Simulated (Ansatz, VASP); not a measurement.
**HgTe in VASP and in Ansatz**

```xyz
4
Lattice="4.2336 0.0000 0.0000 -2.1168 3.6664 0.0000 0.0000 0.0000 7.3966" Properties=species:S:1:pos:R:3 pbc="T T T"
Hg    0.0000    0.0000    0.0000
Hg    0.0000    0.0000    3.6983
Te    0.0000    2.4443    1.8491
Te    2.1168    1.2221    5.5474
```

Alike in both runs: task single point; functional PBE; k mesh 6 × 6 × 2; occupations fermi-dirac, width 0.02 eV; no spin polarisation.

```csv
,VASP,Ansatz
version,VASP 6.6.1,Ansatz 0.2.0
potentials or method,"VASP PAW PBE potentials, release 64 (Hg, Te)",plane waves
plane-wave cutoff (eV),500,420
valence electrons in the cell,36,72
```

Ansatz gave:

```
pressure (GPa)                                                : 1.0
traceless stress, the component that is largest in VASP (GPa) : 0.67
```

Task: What did VASP give for the same quantities?

Result: Pressure (GPa): 1.1; traceless stress, the component that is largest in VASP (GPa): 0.71.

The functional is the same, so the differences come from potentials, cutoffs and numerics. VASP's potentials hold 36 valence electrons a cell and Ansatz's 72, so a difference there can come from the potentials and not from the codes.

The k mesh is coarse, so the values compare programs but aren't converged. Neither program's run includes spin-orbit coupling.
